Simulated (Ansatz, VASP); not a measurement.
**HfC: VASP beside Ansatz**

INCAR

```
SYSTEM = HfC
  PREC = Accurate
  ENCUT = 520
  EDIFF = 1E-6
  ISMEAR = -1
  SIGMA = 0.08
  LREAL = .FALSE.
  LASPH = .TRUE.
  NELM = 80
  ALGO = Normal
  ISIF = 2
  LWAVE = .FALSE.
  LCHARG = .FALSE.
  GGA = PE
  NBANDS = 14
```

Contents of KPOINTS:

```
Automatic mesh
0
G
  14 14 13
  0 0 0
```

File POSCAR:

```
HfC
1.0
    2.7301377281      0.0000000000      0.0000000000
   -1.3650688641      2.3643686284      0.0000000000
    0.0000000000      0.0000000000      2.6196000394
Hf C
1 1
Direct
    0.0000000000      0.0000000000      0.0000000000
    0.3333333333      0.6666666667      0.5000000000
```

Input for Ansatz:

```yaml
crystal:
  lattice:
    - [2.7301377281, 0.0, 0.0]
    - [-1.3650688641, 2.3643686284, 0.0]
    - [0.0, 0.0, 2.6196000394]
  atoms:
    - { symbol: Hf, position: [0.0, 0.0, 0.0] }
    - { symbol: C, position: [0.3333333333, 0.6666666667, 0.5] }
kpoints:
  mp_grid: { grid: [14, 14, 13] }
scf:
  occupations: { method: fermi_dirac, width: 0.08 }
hamiltonian:
  xc: pbe
  pseudopotentials: { kind: all_electron, lapw: { basis_error: 0.001 } }
output:
  forces: true
  stress: true
  eigenvalues: true
  populations: true
```

Change from the starting cell: volume scaled by 0.64, LAPW.

Alike in both runs: task single point; functional PBE; k mesh 14 × 14 × 13; occupations fermi-dirac, width 0.08 eV; no spin polarisation.

|  | VASP | Ansatz |
| --- | --- | --- |
| version | VASP 6.6.1 | Ansatz 0.2.0 |
| potentials or method | VASP PAW PBE potentials, release 64 (Hf_pv, C), cutoff 520 eV | all-electron LAPW, scalar-relativistic |

```csv
,VASP,Ansatz,Ansatz less VASP
pressure (GPa),201.0,200.3,-0.71
"traceless stress, the component that is largest in VASP (GPa)",-0.86,0.38,+1.241
```

Both programs put the cell under a high pressure, so it lies far from rest at this level. Ansatz ran all-electron here, and VASP with PAW potentials.

Spin-orbit coupling is off throughout. Noted on VASP's run: the cell as given lies far from equilibrium.
